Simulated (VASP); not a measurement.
Write the native input for VASP 6.6.1 that does the following.

* Task: single point
* Functional: PBEsol
* Potentials or basis: VASP PAW PBE potentials, release 64 (Ba_sv, Ti_sv, O)
* Cutoff: 520 eV
* k mesh: 8 × 8 × 8
* Occupations: gaussian, width 0.02 eV
* Spin: no spin polarisation
* Dipole correction: no
* Further INCAR settings: ALGO = Normal; EDIFF = 1e-07; NBANDS = 28

The structure of BaTiO3 lies in POSCAR:

```
BaTiO3
1.0
    3.9698681065      0.0000000000      0.0000000000
    0.0000000000      3.9698681065      0.0000000000
    0.0000000000      0.0000000000      3.9698681065
Ba Ti O
1 1 3
Direct
    0.5000000000      0.5000000000      0.5000000000
    0.0000000000      0.0000000000      0.0000000000
    0.5000000000      0.0000000000      0.0000000000
    0.0000000000      0.5000000000      0.0000000000
    0.0000000000      0.0000000000      0.5000000000
```

One way to write it, as run:

INCAR

```
SYSTEM = BaTiO3
  PREC = Accurate
  ENCUT = 520
  EDIFF = 1E-7
  ISMEAR = 0
  SIGMA = 0.02
  LREAL = .False.
  LASPH = .True.
  NELM = 100
  ALGO = Normal
  ISIF = 2
  LWAVE = .False.
  LCHARG = .False.
  GGA = PS
  NBANDS = 28
```

KPOINTS

```
Automatic mesh
0
Gamma
  8 8 8
  0 0 0
```

Potentials or basis: VASP PAW PBE potentials, release 64 (Ba_sv, Ti_sv, O).

Run with:

```bash
$ cat potpaw_PBE.64/Ba_sv/POTCAR potpaw_PBE.64/Ti_sv/POTCAR potpaw_PBE.64/O/POTCAR > POTCAR
$ mpirun -np 1 vasp_std > vasp.out
```

It gave:

The pressure is 2.0 GPa and the band gap on the k mesh is 1.75 eV, indirect (least direct gap 1.87 eV).

Caveat: the PAW data sets were made with another functional, which shifts forces and pressure a little; spin-orbit coupling is left out, which moves the levels of the heavy elements.

Run time: 29 s on 1 thread of Intel(R) Xeon(R) 6975P-C (Granite Rapids) (shared host), peak memory 0.2 GiB.
